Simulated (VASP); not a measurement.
Write the native input for VASP 6.6.1 that does the following.

| Property | Result |
| --- | --- |
| Task | single point |
| Functional | PBEsol |
| Potentials or basis | VASP PAW PBE potentials, release 64 (Ti_sv, Al) |
| Cutoff | 500 eV |
| k mesh | 24 × 24 × 14 |
| Occupations | gaussian, width 0.15 eV |
| Spin | no spin polarisation |
| Dipole correction | no |
| Further INCAR settings | ALGO = Normal; EDIFF = 1e-06; NBANDS = 14 |

The structure of TiAl lies in POSCAR:

```
TiAl
1.0
    3.1326034127      0.0000000000      0.0000000000
   -1.5663017063      2.7129141354      0.0000000000
    0.0000000000      0.0000000000      4.6199447408
Ti Al
1 1
Direct
    0.0000000000      0.0000000000      0.0000000000
    0.3333333333      0.6666666667      0.5000000000
```

This cell differs from its parent crystal: strain +0.1000 x Voigt [1, 1, 0, 0, 0, 0].

One way to write it, as run:

INCAR

```
SYSTEM = TiAl
  PREC = Accurate
  ENCUT = 500
  EDIFF = 1E-6
  ISMEAR = 0
  SIGMA = 0.15
  LREAL = .False.
  LASPH = .True.
  NELM = 120
  ALGO = Normal
  ISIF = 2
  LWAVE = .False.
  LCHARG = .True.
  GGA = PS
  LELF = .True.
  LVHAR = .True.
  NBANDS = 14
  GGA_COMPAT = .False.
```

KPOINTS

```
regular mesh
0
Gamma
  24 24 14
  0 0 0
```

Potentials or basis: VASP PAW PBE potentials, release 64 (Ti_sv, Al).

The run is started by

```bash
$ cat potpaw_PBE.64/Ti_sv/POTCAR potpaw_PBE.64/Al/POTCAR > POTCAR
$ mpirun -np 1 vasp_std > vasp.out
```

It gave:

* Pressure: -13.8 GPa
* Band gap on the k mesh: zero (an odd number of electrons rules out a gap without spin polarisation)

Caveat: the cell differs from its parent crystal (strain +0.1000 x Voigt [1, 1, 0, 0, 0, 0]); the cell stands under tension; the PAW data sets were made with another functional, which shifts forces and pressure a little.

Wall time 4.4 min on 1 thread of Intel Xeon 8259CL (shared host), peak memory 0.37 GiB.
